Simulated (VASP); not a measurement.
Here is a VASP 6.6.1 calculation.

File INCAR:

```
SYSTEM = CaSe
ALGO = Normal ; EDIFF = 1E-6
ENCUT = 520 ; GGA = PE
ISIF = 2 ; ISMEAR = -1
LASPH = .TRUE. ; LCHARG = .FALSE.
LREAL = .FALSE. ; LWAVE = .FALSE.
NBANDS = 15 ; NELM = 60
PREC = Accurate ; SIGMA = 0.02
```

File KPOINTS:

```
k-points
0
G
  7 7 7
  0 0 0
```

POSCAR

```
CaSe
1.0
    0.0000000000      2.9126333464      3.0446800000
    2.9126333464      0.0000000000      3.0446800000
    2.9126333464      2.9126333464      0.0000000000
Ca Se
1 1
Direct
    0.0000000000      0.0000000000      0.0000000000
    0.5000000000      0.5000000000      0.5000000000
```

Potentials or basis: VASP PAW PBE potentials, release 64 (Ca_sv, Se).

Run with:

```console
$ cat potpaw_PBE.64/Ca_sv/POTCAR potpaw_PBE.64/Se/POTCAR > POTCAR
$ mpirun -np 1 vasp_std > vasp.out
```

(1) What does it give for the pressure?

(2) Estimate the band gap on the k mesh.

## Answers

(1) 1.6 GPa.

(2) 2.07 eV, indirect (least direct gap 2.89 eV).
